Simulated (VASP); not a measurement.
Runs of VASP 6.6.1 on Al2O3. The structure is that of space group P6/mmm (No. 191), or close to it. The cells are those of the table. The cell was built from a structure type or drawn by symmetry, and may not be a known phase.

```csv
task,spin,cell,k mesh,cutoff (eV),gap on the mesh (eV),pressure (GPa),moment (μB),relaxed volume (Å³/atom)
single point,off,"a = 4.062, b = 4.062, c = 5.542 Å, angles 90.0, 90.0, 120.0°, 5 atoms",12 × 12 × 8,520,none,-0.1,-,-
single point,"collinear, ferromagnetic start","a = 4.302, b = 4.302, c = 4.308 Å, angles 90.0, 90.0, 120.0°, 5 atoms",6 × 6 × 4,520,none,9.3,0.00,-
single point,off,"a = 4.302, b = 4.302, c = 4.308 Å, angles 90.0, 90.0, 120.0°, 5 atoms",6 × 6 × 4,520,none,9.3,-,-
relaxation of cell and atoms,off,"relaxed from a = 4.073, b = 4.073, c = 5.500 Å, angles 90.0, 90.0, 120.0°, 5 atoms",12 × 12 × 8,600,none,0.0,-,(a)
relaxation of cell and atoms,off,"relaxed from a = 4.302, b = 4.302, c = 4.308 Å, angles 90.0, 90.0, 120.0°, 5 atoms",6 × 6 × 4,600,none,-0.1,-,15.47
single point,off,"a = 4.073, b = 4.073, c = 5.500 Å, angles 90.0, 90.0, 120.0°, 5 atoms",6 × 6 × 4,520,none,-0.1,-,-
single point,"collinear, ferromagnetic start","a = 4.073, b = 4.073, c = 5.500 Å, angles 90.0, 90.0, 120.0°, 5 atoms",6 × 6 × 4,520,none,-0.1,0.00,-
```

Alike in all rows: level PBE; potentials or basis VASP PAW PBE potentials, release 64 (Al, O); smearing gaussian 0.1 eV.

Question: Fill in the values left out.

Answer: (a) 15.77.

Caveats: some runs use coarse meshes; a cell axis changed by over 15 % at a fixed basis, so the end point is rough (at least some runs).

A gap of «none» marks levels without a gap at the run's occupations.
